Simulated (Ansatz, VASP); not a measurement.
Given: the input of a run of VASP 6.6.1 on AlN.

INCAR

```
SYSTEM = AlN
ALGO = Normal
EDIFF = 1E-7
ENCUT = 520
ISIF = 2
ISMEAR = -1
LASPH = .TRUE.
LCHARG = .FALSE.
LREAL = .FALSE.
LWAVE = .FALSE.
NBANDS = 16
NELM = 60
PREC = Accurate
SIGMA = 0.05
```

The input KPOINTS:

```
k-points
0
G
  9 9 7
  0 0 0
```

Contents of POSCAR:

```
AlN
1.0
    3.2898861073      0.0000000000      0.0000000000
   -1.6449430536      2.8491249445      0.0000000000
    0.0000000000      0.0000000000      4.1594577035
Al N
2 2
Direct
    0.6666666667      0.3333333333      0.2500000000
    0.3333333333      0.6666666667      0.7500000000
    0.6666666667      0.3333333333      0.7500000000
    0.3333333333      0.6666666667      0.2500000000
```

Potentials or basis: VASP PAW LDA potentials, release 64 (Al, N).

Run with:

```sh
$ cat potpaw_LDA.64/Al/POTCAR potpaw_LDA.64/N/POTCAR > POTCAR
$ mpirun -np 1 vasp_std > vasp.out
```

Problem. Translate it to Ansatz 0.2.0. Potentials there: all-electron LAPW, scalar-relativistic.

Solution. As run (the cutoff follows the program's own potentials):

input.yaml

```yaml
crystal:
  lattice:
    - [3.2898861073, 0.0, 0.0]
    - [-1.6449430536, 2.8491249445, 0.0]
    - [0.0, 0.0, 4.1594577035]
  atoms:
    - { symbol: Al, position: [0.6666666667, 0.3333333333, 0.25] }
    - { symbol: Al, position: [0.3333333333, 0.6666666667, 0.75] }
    - { symbol: "N", position: [0.6666666667, 0.3333333333, 0.75] }
    - { symbol: "N", position: [0.3333333333, 0.6666666667, 0.25] }
kpoints:
  mp_grid: { grid: [9, 9, 7] }
scf:
  occupations: { method: fermi_dirac, width: 0.05 }
hamiltonian:
  xc: lda
  pseudopotentials: { kind: all_electron, lapw: { basis_error: 0.002 } }
output:
  forces: true
  stress: true
  eigenvalues: true
```

Potentials or basis: all-electron LAPW, scalar-relativistic.

Launch:

```sh
$ ansatz run input.yaml --threads 2 --pin off --max-ram 6144MiB --backend cpu --events-out ev --progress --plain --runs-dir out
```

Both were run:

|  | VASP | Ansatz | Ansatz less VASP |
| --- | --- | --- | --- |
| gap on the k mesh at the Fermi level (eV) | 3.44 | 3.43 | -0.004 |
| least direct gap on the mesh (eV) | 3.44 | 3.43 | -0.004 |
| pressure (GPa) | -4.1 | -4.6 | -0.48 |
| traceless stress, the component that is largest in VASP (GPa) | -0.92 | -0.72 | +0.199 |

LDA's correlation is that of Perdew and Zunger in VASP and of Perdew and Wang (1992) in Ansatz. Ansatz ran all-electron here, and VASP with PAW potentials.
